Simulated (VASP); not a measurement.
Runs of VASP 6.6.1 on FeO. The structure is that of space group Fm-3m (No. 225), or close to it. The cells are those of the table. 

| task | potentials or basis | cell | cutoff (eV) | gap on the mesh (eV) | pressure (GPa) | moment (μB) |
| --- | --- | --- | --- | --- | --- | --- |
| relaxation of shape and atoms at fixed volume | VASP PAW PBE potentials, release 64 (Fe, O) | relaxed from a = 2.949 Å, angles 62.1°, 2 atoms | 600 | none | 12.3 | 4.00 |
| single point | VASP PAW PBE potentials, release 64 (Fe, O) | a = 3.084 Å, angles 61.8°, 2 atoms | 520 | none | -9.4 | 4.00 |
| single point | VASP PAW PBE potentials, release 64 (Fe, O) | a = 2.982 Å, angles 62.1°, 2 atoms | 520 | none | (a) | 4.00 |
| single point | VASP PAW PBE potentials, release 64 (Fe, O) | a = 3.148 Å, angles 61.7°, 2 atoms | 520 | none | -15.8 | 4.00 |
| single point | VASP PAW PBE potentials, release 64 (Fe, O) | a = 3.117 Å, angles 61.7°, 2 atoms | 520 | none | -12.9 | 4.00 |
| single point | VASP PAW PBE potentials, release 64 (Fe, O) | a = 3.017 Å, angles 62.0°, 2 atoms | 520 | none | (c) | 4.00 |
| relaxation of shape and atoms at fixed volume | VASP PAW PBE potentials, release 64 (Fe, O) | relaxed from a = 3.147 Å, angles 61.7°, 2 atoms | 600 | none | -16.0 | 4.00 |
| single point | VASP PAW PBE potentials, release 64 (Fe, O) | a = 2.947 Å, angles 62.2°, 2 atoms | 520 | none | 12.3 | 4.00 |
| relaxation of shape and atoms at fixed volume | VASP PAW PBE potentials, release 64 (Fe, O) | relaxed from a = 3.053 Å, angles 61.8°, 2 atoms | 600 | none | -5.5 | 4.00 |
| single point | VASP PAW PBE potentials, release 64 (Fe, O) | a = 3.051 Å, angles 61.9°, 2 atoms | 520 | none | -5.3 | 4.00 |
| single point | VASP PAW PBE potentials, release 64 (Fe_sv, O) | a = 3.084 Å, angles 61.8°, 2 atoms | 600 | none | (b) | 4.02 |
| single point | VASP PAW PBE potentials, release 64 (Fe, O) | a = 3.190 Å, angles 61.6°, 2 atoms | 520 | none | -21.4 | 4.02 |

Alike in all rows: level PBE+U; spin collinear, ferromagnetic start; Fe d U = 5.3 eV; k mesh 12 × 12 × 12; smearing gaussian 0.02 eV.

Fill in the values left out.

(a) 5.4; (b) -10.5; (c) -0.4.

Caveats: a cell with one magnetic atom can't hold antiferromagnetic order, which such compounds often take; the cell stands under tension (at least some runs); the cell stands under pressure (at least some runs).

A gap of «none» marks levels without a gap at the run's occupations.

The runs don't all hold the same shells in valence.
